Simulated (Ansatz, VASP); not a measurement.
**Two plane-wave programs on MoS**

```
Mo S
1.0
     3.25509    0.00000    0.00000
    -1.62755    2.81899    0.00000
     0.00000    0.00000    3.19304
Mo S
1 1
Direct
  0.66667 0.33333 0.50000
  0.33333 0.66667 0.00000
```

Change from the starting cell: species swapped into the NbN type (P-6m2, No. 187).

Alike in both runs: task relaxation of cell and atoms; functional PBE; k mesh 18 × 18 × 18; occupations gaussian, width 0.1 eV; no spin polarisation.

|  | VASP | Ansatz |
| --- | --- | --- |
| version | VASP 6.6.1 | Ansatz 0.2.0 |
| potentials or method | VASP PAW PBE potentials, release 64 (Mo_sv, S), cutoff 600 eV | scalar-relativistic, plane waves, PAW |
| valence electrons in the cell | 20 | 20 |

|  | VASP | Ansatz | Ansatz less VASP |
| --- | --- | --- | --- |
| gap on the k mesh at the Fermi level, each at its own relaxed structure (eV) | none | none | - |
| relaxed volume (Å³/atom) | 14.60 | 14.60 | -0.005 |
| relaxed cell length with the largest relative difference (Å) | 3.288 | 3.281 | -0.0067 |

A gap of «none» marks a metal or a gap that the smearing closes.
